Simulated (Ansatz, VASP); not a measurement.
**One calculation of TiO2, two programs**

Contents of INCAR:

```
ALGO = Normal
EDIFF = 1E-6
ENCUT = 520
GGA = PS
ISIF = 2
ISMEAR = -1
LASPH = T
LCHARG = F
LREAL = F
LWAVE = F
NBANDS = 33
NELM = 60
PREC = Accurate
SIGMA = 0.05
```

Contents of KPOINTS:

```
k-points
0
Gamma
  6 6 9
```

File POSCAR:

```
TiO2
1.0
    4.5689650023      0.0000000000      0.0000000000
    0.0000000000      4.5689650023      0.0000000000
    0.0000000000      0.0000000000      2.9393524679
Ti O
2 4
Direct
    0.0000000000      0.0000000000      0.5000000000
    0.5000000000      0.5000000000      0.0000000000
    0.3043213200      0.3043213200      0.5000000000
    0.1956786800      0.8043213200      0.0000000000
    0.8043213200      0.1956786800      0.0000000000
    0.6956786800      0.6956786800      0.5000000000
```

input.yaml

```yaml
crystal:
  lattice:
    - [4.5689650023, 0.0, 0.0]
    - [0.0, 4.5689650023, 0.0]
    - [0.0, 0.0, 2.9393524679]
  atoms:
    - { symbol: Ti, position: [0.0, 0.0, 0.5] }
    - { symbol: Ti, position: [0.5, 0.5, 0.0] }
    - { symbol: O, position: [0.30432132, 0.30432132, 0.5] }
    - { symbol: O, position: [0.19567868, 0.80432132, 0.0] }
    - { symbol: O, position: [0.80432132, 0.19567868, 0.0] }
    - { symbol: O, position: [0.69567868, 0.69567868, 0.5] }
kpoints:
  mp_grid: { grid: [6, 6, 9] }
scf:
  occupations: { method: fermi_dirac, width: 0.05 }
hamiltonian:
  xc: pbesol
  pseudopotentials: { kind: all_electron, lapw: { basis_error: 0.001 } }
output:
  forces: true
  stress: true
  eigenvalues: true
```

Change from the starting cell: volume scaled by 0.98.

Alike in both runs: task single point; functional PBEsol; k mesh 6 × 6 × 9; occupations fermi-dirac, width 0.05 eV; no spin polarisation.

```csv
,VASP,Ansatz
version,VASP 6.6.1,Ansatz 0.2.0
potentials or method,"VASP PAW PBE potentials, release 64 (Ti_sv, O), cutoff 520 eV","all-electron LAPW, scalar-relativistic"
```

Ansatz gave:

```
gap on the k mesh at the Fermi level (eV)                     : 1.87
least direct gap on the mesh (eV)                             : 1.87
pressure (GPa)                                                : 2.1
traceless stress, the component that is largest in VASP (GPa) : -0.52
rms of the force components (eV/Å)                            : 0.012
```

Q: Which values does VASP return?

A: gap on the k mesh at the Fermi level (eV): 1.85; least direct gap on the mesh (eV): 1.85; pressure (GPa): 2.8; traceless stress, the component that is largest in VASP (GPa): -0.32; rms of the force components (eV/Å): 0.024.

VASP's potentials were made for PBE, not for PBEsol. Atom by atom the forces differ by 0.012 eV/Å (rms over components). Ansatz ran all-electron here, and VASP with PAW potentials.
